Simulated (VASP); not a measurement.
Runs of VASP 6.6.1 on MgO (zincblende type). The structure is that of space group F-43m (No. 216), or close to it. The cells are those of the table. 

```csv
task,cell,k mesh for the DOS,occupations for the DOS,gap on the mesh (eV),pressure (GPa)
single point,"a = 2.672 Å, angles 60.0°, 2 atoms",-,-,7.50,235.8
single point,"a = 3.194 Å, angles 60.0°, 2 atoms",-,-,3.82,(c)
single point,"a = 3.261 Å, angles 60.0°, 2 atoms",-,-,3.47,(b)
single point,"a = 2.923 Å, angles 60.0°, 2 atoms",-,-,5.59,74.0
single point,"a = 2.810 Å, angles 60.0°, 2 atoms",-,-,(a),128.5
```

Alike in all rows: level PBE; potentials or basis VASP PAW PBE potentials, release 64 (Mg, O); no spin polarisation; k mesh 15 × 15 × 15; cutoff (eV) 520; smearing fermi-dirac 0.05 eV.

Q: Fill in the values left out.

A: (a) 6.51; (b) -0.4; (c) 7.7.

A k mesh can miss the band edges.
